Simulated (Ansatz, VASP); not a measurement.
**Zn24O23: VASP beside Ansatz**

```
Zn O
1.0
    -3.27939   -5.68007    5.29323
     6.55878    0.00000    5.29323
    -3.27939    5.68007    5.29323
Zn O
24 23
Direct
  0.66687 0.50020 0.33353
  0.50020 0.33353 0.66687
  0.83353 0.66687 0.00020
  0.50020 0.83353 0.16687
  0.83353 0.16687 0.50020
  0.00020 0.33353 0.16687
  0.33353 0.66687 0.50020
  0.66687 0.00020 0.83353
  0.16687 0.50020 0.83353
  0.16687 0.00020 0.33353
  0.00020 0.83353 0.66687
  0.33353 0.16687 0.00020
  0.50020 0.16687 0.33353
  0.33353 0.00020 0.66687
  0.66687 0.33353 0.00020
  0.33353 0.50020 0.16687
  0.66687 0.83353 0.50020
  0.83353 0.00020 0.16687
  0.16687 0.33353 0.50020
  0.50020 0.66687 0.83353
  0.00020 0.16687 0.83353
  0.00020 0.66687 0.33353
  0.83353 0.50020 0.66687
  0.16687 0.83353 0.00020
  0.62657 0.45990 0.79324
  0.95990 0.79324 0.12657
  0.62657 0.95990 0.29324
  0.95990 0.29324 0.62657
  0.12657 0.45990 0.29324
  0.45990 0.79324 0.62657
  0.79324 0.12657 0.95990
  0.29324 0.62657 0.95990
  0.29324 0.12657 0.45990
  0.12657 0.95990 0.79324
  0.45990 0.29324 0.12657
  0.62657 0.29324 0.45990
  0.45990 0.12657 0.79324
  0.79324 0.45990 0.12657
  0.45990 0.62657 0.29324
  0.79324 0.95990 0.62657
  0.95990 0.12657 0.29324
  0.29324 0.45990 0.62657
  0.62657 0.79324 0.95990
  0.12657 0.29324 0.95990
  0.12657 0.79324 0.45990
  0.95990 0.62657 0.79324
  0.29324 0.95990 0.12657
```

Change from the starting cell: O vacancy (site b), charge +0, atoms relaxed at the host's cell.

Alike in both runs: task relaxation of the atoms; functional PBE; k mesh 1 × 1 × 1; occupations gaussian, width 0.01 eV; no spin polarisation.

|  | VASP | Ansatz |
| --- | --- | --- |
| version | VASP 6.6.1 | Ansatz 0.2.0 |
| potentials or method | VASP PAW PBE potentials, release 64 (Zn, O), cutoff 520 eV | scalar-relativistic, plane waves, PAW |
| valence electrons in the cell | 426 | 426 |

VASP gave:

* gap on the k mesh at the Fermi level, each at its own relaxed structure (eV): 1.99

Q: Which values does Ansatz return?

A: gap on the k mesh at the Fermi level, each at its own relaxed structure (eV): 2.01.
